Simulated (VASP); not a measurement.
# Tl (Fm-3m) in VASP: a series of runs

Runs on Tl. Level: PBE. Tasks: electric field gradients.

Program: VASP 6.6.1. These are calculated values, not measurements. Logs are shortened: lines on timing, memory, paths and dates and some standing lists are left out, and cuts for length are marked.

### 1 The cell of the first run

The structure is cubic, space group Fm-3m (No. 225). The conventional cell has a = 4.330 Å, b = 4.330 Å, c = 4.330 Å, α = 90.00°, β = 90.00°, γ = 90.00°. Tl (site symmetry m-3m) has 12 Tl at 3.06 Å within 4.0 Å.

### 2 Electric field gradients, PBE

File INCAR:

```
PREC = Accurate ; ENCUT = 520
EDIFF = 1E-8 ; ISMEAR = -1
SIGMA = 0.05 ; LREAL = False
LASPH = True ; NELM = 80
ALGO = Normal ; ISIF = 2
LWAVE = False ; LCHARG = False
GGA = PE ; LEFG = True
NBANDS = 12
```

File KPOINTS:

```
Automatic mesh
0
Gamma
  16 16 16
```

File POSCAR:

```
Tl
1.0
    0.0000000000      2.1650000000      2.1650000000
    2.1650000000      0.0000000000      2.1650000000
    2.1650000000      2.1650000000      0.0000000000
Tl
1
Direct
    0.0000000000      0.0000000000      0.0000000000
```

Potentials or basis: VASP PAW PBE potentials, release 64 (Tl_d).

On the command line:

```bash
> cat potpaw_PBE.64/Tl_d/POTCAR > POTCAR
> mpirun -np 1 vasp_std > vasp.out
```

OUTCAR:

```text
PREC = Accurate
   ENCUT = 520
   EDIFF = 1E-8
   ISMEAR = -1
   LREAL = False
   LASPH = True
   NELM = 80
   ISIF = 2
   GGA = PE

 ion  position               nearest neighbor table
   1  0.000  0.000  0.000-

  LATTYP: Found a face centered cubic cell.
 ALAT       =     4.3300000000

  Lattice vectors:

 A1 = (   0.0000000000,   2.1650000000,   2.1650000000)
 A2 = (   2.1650000000,   0.0000000000,   2.1650000000)
 A3 = (   2.1650000000,   2.1650000000,   0.0000000000)

Analysis of symmetry for initial positions (statically):
=====================================================================
 Subroutine PRICEL returns:
 Original cell was already a primitive cell.

 Routine SETGRP: Setting up the symmetry group for a
 face centered cubic supercell.

 Subroutine GETGRP returns: Found 48 space group operations
 (whereof 48 operations were pure point group operations)
 out of a pool of 48 trial point group operations.

The static configuration has the point symmetry O_h .

Analysis of symmetry for dynamics (positions and initial velocities):
=====================================================================
 Subroutine PRICEL returns:
 Original cell was already a primitive cell.

 Routine SETGRP: Setting up the symmetry group for a
 face centered cubic supercell.

 Subroutine GETGRP returns: Found 48 space group operations
 (whereof 48 operations were pure point group operations)
 out of a pool of 48 trial point group operations.

The dynamic configuration has the point symmetry O_h .

 Subroutine INISYM returns: Found 48 space group operations
 (whereof 48 operations are pure point group operations),
 and found     1 'primitive' translations

----------------------------------------------------------------------------------------

                                     Primitive cell

  volume of cell :      20.2957

  direct lattice vectors                    reciprocal lattice vectors
     0.000000000  2.165000000  2.165000000    -0.230946882  0.230946882  0.230946882
     2.165000000  0.000000000  2.165000000     0.230946882 -0.230946882  0.230946882
     2.165000000  2.165000000  0.000000000     0.230946882  0.230946882 -0.230946882
[... 117 lines left out ...]
   NGX = 11   NGY = 11   NGZ = 11

 number of electron      13.0000002 magnetization

 Free energy of the ion-electron system (eV)
  ---------------------------------------------------
  ext. energy  EPLUGINS =         0.00000000
  ---------------------------------------------------
  free energy    TOTEN  =        -1.40995138 eV

  energy without entropy =       -1.40694979  energy(sigma->0) =       -1.40845058

 E-fermi :  11.1623     XC(G=0): -12.0246

 val. band max:       11.1565462684   @ k =  -0.2500   0.4375   0.1875
 cond. band min:      11.1856991266   @ k =  -0.3125   0.3750   0.0625
 fundamental gap:      0.0291528582
 Fermi energy:        11.1622894428

 k-point     1 :       0.0000    0.0000    0.0000
  band No.  band energies     occupation
      1      -1.9599      2.00000
      2      -1.4453      2.00000
      3      -1.4453      2.00000
      4      -1.4453      2.00000
      5      -0.8067      2.00000
      6      -0.8067      2.00000
      7      22.0575      0.00000
      8      24.0168      0.00000
      9      24.0168      0.00000
     10      24.0168      0.00000
     11      29.0299      0.00000
     12      29.9979      0.00000
[... 331 lines left out ...]
 k-point    24 :      -0.0625    0.0625    0.0000
  band No.  band energies     occupation
      1      -1.6986      2.00000
      2      -1.4816      2.00000
      3      -1.3924      2.00000
      4      -1.3377      2.00000
      5      -0.8485      2.00000
      6      -0.7849      2.00000
      7      21.7494      0.00000
      8      21.9289      0.00000
      9      23.4299      0.00000
     10      24.4989      0.00000
     11      27.9680      0.00000
     12      29.8376      0.00000

 [... further k-points ...]
[... 5 lines left out ...]
  --------------------------------------------------------------------------------------
  -------------------------------------------------------------------------------------
  Total        4.7352448      4.7352448      4.7352448     -0.0000000      0.0000000     -0.0000000
  in kB      373.8086249    373.8086249    373.8086249     -0.0000000      0.0000000     -0.0000000
  external PRESSURE =     373.8086249 kB  Pullay stress =       0.0000000 kB

 VOLUME and BASIS-vectors are now :
 -----------------------------------------------------------------------------
  energy-cutoff  :      520.00
  volume of cell :       20.30
      direct lattice vectors                 reciprocal lattice vectors
     0.000000000  2.165000000  2.165000000    -0.230946882  0.230946882  0.230946882
     2.165000000  0.000000000  2.165000000     0.230946882 -0.230946882  0.230946882
     2.165000000  2.165000000  0.000000000     0.230946882  0.230946882 -0.230946882

 POSITION                                       TOTAL-FORCE (eV/Angst)
 -----------------------------------------------------------------------------------
      0.00000      0.00000      0.00000         0.000000     -0.000000     -0.000000
 -----------------------------------------------------------------------------------
    total drift:                               -0.000000      0.000000     -0.000000

  FREE ENERGIE OF THE ION-ELECTRON SYSTEM (eV)
  ---------------------------------------------------
  free  energy   TOTEN  =        -1.4099513760 eV

  energy  without entropy=       -1.4069497885  energy(sigma->0) =       -1.40845058

 Electric field gradients (V/A^2)
---------------------------------------------------------------------
 ion       V_xx      V_yy      V_zz      V_xy      V_xz      V_yz
---------------------------------------------------------------------
   1       0.000     0.000    -0.000    -0.000    -0.000    -0.000
---------------------------------------------------------------------

 Electric field gradients after diagonalization (V/A^2)
 (convention: |V_zz| > |V_xx| > |V_yy|)
----------------------------------------------------------------------
 ion       V_xx      V_yy      V_zz     asymmetry (V_yy - V_xx)/ V_zz
----------------------------------------------------------------------
   1       0.000     0.000    -0.001       0.000
----------------------------------------------------------------------

           NMR quadrupolar parameters

 Cq : quadrupolar parameter    Cq=e*Q*V_zz/h
 eta: asymmetry parameters     (V_yy - V_xx)/ V_zz
 Q  : nuclear electric quadrupole moment in mb (millibarn)
----------------------------------------------------------------------
 ion       Cq(MHz)       eta       Q (mb)
----------------------------------------------------------------------
   1      -0.000       0.000       1.000
----------------------------------------------------------------------
```

stdout:

```text
POSCAR found type information on POSCAR Tl
 POSCAR found :  1 types and       1 ions
 scaLAPACK will be used
 LDA part: xc-table for (Slater+PW92), standard interpolation
 POSCAR, INCAR and KPOINTS ok, starting setup
 FFT: planning ... GRIDC
 FFT: planning ... GRID_SOFT
 FFT: planning ... GRID
 WAVECAR not read
 entering main loop
ion   1
```

It took 17 s on 1 thread of Intel Xeon 6975P-C (Granite Rapids), shared host; peak memory 0.16 GiB.

Results:

```
Free energy : -1.4100 eV
Pressure    : 37.4 GPa
```

Levels at points of the mesh, in eV from the Fermi level:
| k point | band 4 | band 5 | band 6 | band 7 | band 8 | band 9 |
| --- | --- | --- | --- | --- | --- | --- |
| (0.00, 0.00, 0.00) | -12.61 | -11.97 | -11.97 | 10.90 | 12.85 | 12.85 |
| (0.50, 0.00, 0.00) | -11.42 | -11.42 | -5.26 | -4.83 | 10.34 | 10.41 |
| (0.50, 0.50, 0.00) | -11.28 | -11.28 | -3.31 | -2.71 | 4.49 | 4.49 |

Caveat: without QUAD_EFG the Cq values of the log hold for a quadrupole moment of 1 mb, not for the nuclei; spin-orbit coupling is left out, which moves the levels of the heavy elements.

### 3 Electric field gradients, PBE

File INCAR:

```
SYSTEM = Tl
PREC = Accurate
ENCUT = 520
EDIFF = 1E-8
ISMEAR = -1
SIGMA = 0.05
LREAL = .FALSE.
LASPH = .TRUE.
NELM = 80
ALGO = Normal
ISIF = 2
LWAVE = .FALSE.
LCHARG = .FALSE.
GGA = PE
LEFG = .TRUE.
NBANDS = 12
```

File KPOINTS:

```
Automatic mesh
0
G
  16 16 16
  0 0 0
```

POSCAR is that of step 2.

Potentials or basis: VASP PAW PBE potentials, release 64 (Tl_d).

On the command line:

```bash
> cat potpaw_PBE.64/Tl_d/POTCAR > POTCAR
> mpirun -np 1 vasp_std > vasp.out
```

OUTCAR:

```text
SYSTEM = Tl
   PREC = Accurate
   ENCUT = 520
   EDIFF = 1E-8
   ISMEAR = -1
   LREAL = .FALSE.
   LASPH = .TRUE.
   NELM = 80
   ISIF = 2
   GGA = PE

 ion  position               nearest neighbor table
   1  0.000  0.000  0.000-

  LATTYP: Found a face centered cubic cell.
 ALAT       =     4.3300000000

  Lattice vectors:

 A1 = (   0.0000000000,   2.1650000000,   2.1650000000)
 A2 = (   2.1650000000,   0.0000000000,   2.1650000000)
 A3 = (   2.1650000000,   2.1650000000,   0.0000000000)

Analysis of symmetry for initial positions (statically):
=====================================================================
 Subroutine PRICEL returns:
 Original cell was already a primitive cell.

 Routine SETGRP: Setting up the symmetry group for a
 face centered cubic supercell.

 Subroutine GETGRP returns: Found 48 space group operations
 (whereof 48 operations were pure point group operations)
 out of a pool of 48 trial point group operations.

The static configuration has the point symmetry O_h .

Analysis of symmetry for dynamics (positions and initial velocities):
=====================================================================
 Subroutine PRICEL returns:
 Original cell was already a primitive cell.

 Routine SETGRP: Setting up the symmetry group for a
 face centered cubic supercell.

 Subroutine GETGRP returns: Found 48 space group operations
 (whereof 48 operations were pure point group operations)
 out of a pool of 48 trial point group operations.

The dynamic configuration has the point symmetry O_h .

 Subroutine INISYM returns: Found 48 space group operations
 (whereof 48 operations are pure point group operations),
 and found     1 'primitive' translations

----------------------------------------------------------------------------------------

                                     Primitive cell

  volume of cell :      20.2957

  direct lattice vectors                    reciprocal lattice vectors
     0.000000000  2.165000000  2.165000000    -0.230946882  0.230946882  0.230946882
     2.165000000  0.000000000  2.165000000     0.230946882 -0.230946882  0.230946882
     2.165000000  2.165000000  0.000000000     0.230946882  0.230946882 -0.230946882

  length of vectors
     3.061772363  3.061772363  3.061772363     0.400011734  0.400011734  0.400011734

  position of ions in fractional coordinates (direct lattice)
     0.000000000  0.000000000  0.000000000

  ion indices of the primitive-cell ions
   primitive index   ion index
                 1           1

----------------------------------------------------------------------------------------

 KPOINTS: Automatic mesh

Automatic generation of k-mesh.
 Grid dimensions read from file:
 generate k-points for:   16   16   16

 Generating k-lattice:

  Cartesian coordinates                     Fractional coordinates (reciprocal lattice)
    -0.014434180  0.014434180  0.014434180     0.062500000  0.000000000  0.000000000
     0.014434180 -0.014434180  0.014434180     0.000000000  0.062500000  0.000000000
[... 67 lines left out ...]
   TEBEG  =    0.0;   TEEND  =   0.0 temperature during run
   PSTRESS=    0.0 pullay stress
   NELECT =      13.0000    total number of electrons
   NUPDOWN=      -1.0000    fix difference up-down
   EMIN   =  10.00;   EMAX   =-10.00  energy-range for DOS
   EFERMI =   0.00;   METHOD = LEGACY
   ISMEAR =    -1;   SIGMA  =   0.05  broadening in eV -4-tet -1-fermi 0-gaus
   EFERMI_NEDOS =   21; number of points for ismear=-14 and -15
   IALGO  =     38    algorithm
   IMIX   =      4    mixing-type and parameters
     AMIX     =   0.40;   BMIX     =  1.00
     AMIX_MAG =   1.60;   BMIX_MAG =  1.00
  volume/ion in A,a.u.               =      20.30       136.96
  Fermi-wavevector in a.u.,A,eV,Ry     =   1.411198  2.666778 27.095740  1.991481
  Thomas-Fermi vector in A             =   2.533074
   LORBIT       =      0    0 simple, 1 ext, 2 COOP (PROOUT), +10 PAW based schemes
   GGA     = PE    functional components
   LHFCALC =     F    Hartree Fock is set to
   AEXX    =    0.0000 exact exchange contribution
   IVDW    =     0    specifies the selected vdW correction
   LEPSILON=     F    determine dielectric tensor
   LRPA    =     F    only Hartree local field effects (RPA)
 non-spin polarized calculation
  energy-cutoff  :      520.00
  volume of cell :       20.30
 maximum number of plane-waves:       568
   NGX = 11   NGY = 11   NGZ = 11

 number of electron      13.0000002 magnetization

 Free energy of the ion-electron system (eV)
  ---------------------------------------------------
  ext. energy  EPLUGINS =         0.00000000
  ---------------------------------------------------
  free energy    TOTEN  =        -1.40995138 eV

  energy without entropy =       -1.40694979  energy(sigma->0) =       -1.40845058

 E-fermi :  11.1623     XC(G=0): -12.0246

 val. band max:       11.1565462684   @ k =  -0.2500   0.4375   0.1875
 cond. band min:      11.1856991266   @ k =  -0.3125   0.3750   0.0625
 fundamental gap:      0.0291528582
 Fermi energy:        11.1622894428

 k-point     1 :       0.0000    0.0000    0.0000
  band No.  band energies     occupation
      1      -1.9599      2.00000
      2      -1.4453      2.00000
      3      -1.4453      2.00000
      4      -1.4453      2.00000
      5      -0.8067      2.00000
      6      -0.8067      2.00000
      7      22.0575      0.00000
      8      24.0168      0.00000
      9      24.0168      0.00000
     10      24.0168      0.00000
     11      29.0299      0.00000
     12      29.9979      0.00000
[... 331 lines left out ...]
 k-point    24 :      -0.0625    0.0625    0.0000
  band No.  band energies     occupation
      1      -1.6986      2.00000
      2      -1.4816      2.00000
      3      -1.3924      2.00000
      4      -1.3377      2.00000
      5      -0.8485      2.00000
      6      -0.7849      2.00000
      7      21.7494      0.00000
      8      21.9289      0.00000
      9      23.4299      0.00000
     10      24.4989      0.00000
     11      27.9680      0.00000
     12      29.8376      0.00000

 [... further k-points ...]
[... 5 lines left out ...]
  --------------------------------------------------------------------------------------
  -------------------------------------------------------------------------------------
  Total        4.7352448      4.7352448      4.7352448     -0.0000000      0.0000000     -0.0000000
  in kB      373.8086249    373.8086249    373.8086249     -0.0000000      0.0000000     -0.0000000
  external PRESSURE =     373.8086249 kB  Pullay stress =       0.0000000 kB

 VOLUME and BASIS-vectors are now :
 -----------------------------------------------------------------------------
  energy-cutoff  :      520.00
  volume of cell :       20.30
      direct lattice vectors                 reciprocal lattice vectors
     0.000000000  2.165000000  2.165000000    -0.230946882  0.230946882  0.230946882
     2.165000000  0.000000000  2.165000000     0.230946882 -0.230946882  0.230946882
     2.165000000  2.165000000  0.000000000     0.230946882  0.230946882 -0.230946882

 POSITION                                       TOTAL-FORCE (eV/Angst)
 -----------------------------------------------------------------------------------
      0.00000      0.00000      0.00000         0.000000     -0.000000     -0.000000
 -----------------------------------------------------------------------------------
    total drift:                               -0.000000      0.000000     -0.000000

  FREE ENERGIE OF THE ION-ELECTRON SYSTEM (eV)
  ---------------------------------------------------
  free  energy   TOTEN  =        -1.4099513760 eV

  energy  without entropy=       -1.4069497885  energy(sigma->0) =       -1.40845058

 Electric field gradients (V/A^2)
---------------------------------------------------------------------
 ion       V_xx      V_yy      V_zz      V_xy      V_xz      V_yz
---------------------------------------------------------------------
   1       0.000     0.000    -0.000    -0.000    -0.000    -0.000
---------------------------------------------------------------------

 Electric field gradients after diagonalization (V/A^2)
 (convention: |V_zz| > |V_xx| > |V_yy|)
----------------------------------------------------------------------
 ion       V_xx      V_yy      V_zz     asymmetry (V_yy - V_xx)/ V_zz
----------------------------------------------------------------------
   1       0.000     0.000    -0.001       0.000
----------------------------------------------------------------------

           NMR quadrupolar parameters

 Cq : quadrupolar parameter    Cq=e*Q*V_zz/h
 eta: asymmetry parameters     (V_yy - V_xx)/ V_zz
 Q  : nuclear electric quadrupole moment in mb (millibarn)
----------------------------------------------------------------------
 ion       Cq(MHz)       eta       Q (mb)
----------------------------------------------------------------------
   1      -0.000       0.000       1.000
----------------------------------------------------------------------
```

Wall time 13 s (1 thread of Intel Xeon 6975P-C (Granite Rapids), shared host); peak memory 0.16 GiB.

What came out:

```yaml
Free_energy: -1.4100 eV
Pressure: 37.4 GPa
```

Caveat: without QUAD_EFG the Cq values of the log hold for a quadrupole moment of 1 mb, not for the nuclei; spin-orbit coupling is left out, which moves the levels of the heavy elements.
